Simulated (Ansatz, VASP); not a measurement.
## One calculation of Zn2Cd3Se5, two programs

```xyz
10
Lattice="0.0000 -4.2481 0.0029 4.2477 -0.0002 0.0081 -2.0931 2.1160 15.0723" Properties=species:S:1:pos:R:3 pbc="T T T"
Zn    2.1462   -2.1292   12.1193
Zn    0.0089   -0.0005    2.9637
Cd    2.1292   -2.1244    0.0049
Cd    2.1374   -2.1274    5.9350
Cd    0.0231   -0.0037    9.1473
Se    0.0028   -2.1258    1.6211
Se    2.1314   -0.0026    4.3127
Se    0.0129   -2.1281    7.5414
Se    2.1444   -0.0066   10.7733
Se    0.0215   -2.1328   13.4601
```

Change from the starting cell: cell x1, atoms moved at random (sigma 0.1 Å) and cell strained at random (1.5 %), then relaxed without symmetry.

Alike in both runs: functional PBE; k mesh 4 × 4 × 4; occupations gaussian, width 0.1 eV; no spin polarisation.

Ansatz relaxed the structure, and its values are those at the end. VASP's run is a single point on that final structure, the one shown.

```csv
,VASP,Ansatz
version,VASP 6.6.1,Ansatz 0.2.0
potentials or method,"VASP PAW PBE potentials, release 64 (Zn, Cd, Se), cutoff 520 eV","scalar-relativistic, plane waves, PAW"
valence electrons in the cell,90,164
```

Ansatz gave:

| Item | Value |
| --- | --- |
| gap on the k mesh at the Fermi level (eV) | 0.64 |
| least direct gap on the mesh (eV) | 0.64 |
| pressure (GPa) | -0.1 |
| rms of the force components (eV/Å) | 0.006 |

**Question.** Which values does VASP return?

**Answer.** gap on the k mesh at the Fermi level (eV): 0.64; least direct gap on the mesh (eV): 0.64; pressure (GPa): 0.2; rms of the force components (eV/Å): 0.008.

The functional is the same, so the differences come from potentials, cutoffs and numerics. VASP's potentials hold 90 valence electrons a cell and Ansatz's 164, so a difference there can come from the potentials and not from the codes.
